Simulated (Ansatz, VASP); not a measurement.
Two plane-wave programs on TiSi2

INCAR

```
PREC = Accurate ; ENCUT = 520
EDIFF = 1E-7 ; ISMEAR = 0
SIGMA = 0.1 ; LREAL = False
LASPH = True ; NELM = 100
ALGO = Normal ; ISIF = 2
LWAVE = False ; LCHARG = False
GGA = PE ; NBANDS = 17
```

KPOINTS

```
regular mesh
0
Gamma
  2 2 2
```

File POSCAR:

```
TiSi2
1.0
   -1.4728720000      1.7121300000      4.2120830000
    1.4728720000     -1.7121300000      4.2120830000
    1.4728720000      1.7121300000     -4.2120830000
Ti Si
1 2
Direct
    0.0000000000      0.0000000000      0.0000000000
    0.3299220000      0.3299220000      0.0000000000
    0.6700780000      0.6700780000      0.0000000000
```

Input for Ansatz:

```yaml
crystal:
  lattice:
    - [-1.472872, 1.71213, 4.212083]
    - [1.472872, -1.71213, 4.212083]
    - [1.472872, 1.71213, -4.212083]
  atoms:
    - { symbol: Ti, position: [0.0, 0.0, 0.0] }
    - { symbol: Si, position: [0.329922, 0.329922, 0.0] }
    - { symbol: Si, position: [0.670078, 0.670078, 0.0] }
basis:
  ecutwfc: 420
kpoints:
  mp_grid: { grid: [2, 2, 2] }
hamiltonian:
  xc: pbe
scf:
  occupations: { method: gaussian, width: 0.1 }
  lower_state_search: "off"
output:
  forces: true
  stress: true
  eigenvalues: true
```

Alike in both runs: task single point; functional PBE; k mesh 2 × 2 × 2; occupations gaussian, width 0.1 eV; no spin polarisation.

```csv
,VASP,Ansatz
version,VASP 6.6.1,Ansatz 0.2.0
potentials or method,"VASP PAW PBE potentials, release 64 (Ti_sv, Si), cutoff 520 eV","scalar-relativistic, plane waves, PAW"
valence electrons in the cell,20,20
```

VASP gave:

| Property | Result |
| --- | --- |
| gap on the k mesh at the Fermi level (eV) | none |
| pressure (GPa) | -3.6 |
| traceless stress, the component that is largest in VASP (GPa) | -13.62 |
| rms of the force components (eV/Å) | 0.358 |

Which values does Ansatz return?

gap on the k mesh at the Fermi level (eV): none; pressure (GPa): -3.6; traceless stress, the component that is largest in VASP (GPa): -13.61; rms of the force components (eV/Å): 0.358.

Atom by atom the forces differ by 0.001 eV/Å (rms over components). A gap of «none» marks a metal or a gap that the smearing closes.

The k mesh is coarse, so the values compare programs but aren't converged.
